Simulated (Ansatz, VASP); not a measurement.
## Two plane-wave programs on CoMo

INCAR

```
SYSTEM = CoMo
ALGO = Normal ; EDIFF = 1E-6
ENCUT = 520 ; ISIF = 2
ISMEAR = -1 ; LASPH = .True.
LCHARG = .False. ; LREAL = .False.
LWAVE = .False. ; NBANDS = 18
NELM = 100 ; PREC = Accurate
SIGMA = 0.05
```

The input KPOINTS:

```
k-points
0
Gamma
  14 14 8
  0 0 0
```

File POSCAR:

```
CoMo
1.0
    2.6949279053      0.0000000000      0.0000000000
   -1.3474639526      2.3338760273      0.0000000000
    0.0000000000      0.0000000000      4.1836180000
Co Mo
1 1
Direct
    0.6666666667      0.3333333333      0.5000000000
    0.3333333333      0.6666666667      0.0000000000
```

Input for Ansatz:

```yaml
crystal:
  lattice:
    - [2.6949279053, 0.0, 0.0]
    - [-1.3474639526, 2.3338760273, 0.0]
    - [0.0, 0.0, 4.183618]
  atoms:
    - { symbol: Co, position: [0.6666666667, 0.3333333333, 0.5] }
    - { symbol: Mo, position: [0.3333333333, 0.6666666667, 0.0] }
kpoints:
  mp_grid: { grid: [14, 14, 8] }
scf:
  occupations: { method: fermi_dirac, width: 0.05 }
  lower_state_search: "off"
hamiltonian:
  xc: lda
  pseudopotentials: { kind: paw }
output:
  forces: true
  stress: true
  eigenvalues: true
  populations: true
  dos: { projected: true, de: 0.1, e_range: [-8, 5] }
```

Alike in both runs: task single point; functional LDA; k mesh 14 × 14 × 8; occupations fermi-dirac, width 0.05 eV; no spin polarisation.

```csv
,VASP,Ansatz
version,VASP 6.6.1,Ansatz 0.2.0
potentials or method,"VASP PAW LDA potentials, release 64 (Co, Mo_sv)","PAW with Ansatz's default frozen-core files, scalar-relativistic"
plane-wave cutoff (eV),520,420
valence electrons in the cell,23,31
```

|  | VASP | Ansatz | Ansatz less VASP |
| --- | --- | --- | --- |
| pressure (GPa) | -12.8 | -13.5 | -0.65 |
| traceless stress, the component that is largest in VASP (GPa) | -0.58 | -0.09 | +0.483 |

LDA's correlation is that of Perdew and Zunger in VASP and of Perdew and Wang (1992) in Ansatz. VASP's potentials hold 23 valence electrons a cell and Ansatz's 31, so a difference there can come from the potentials and not from the codes.
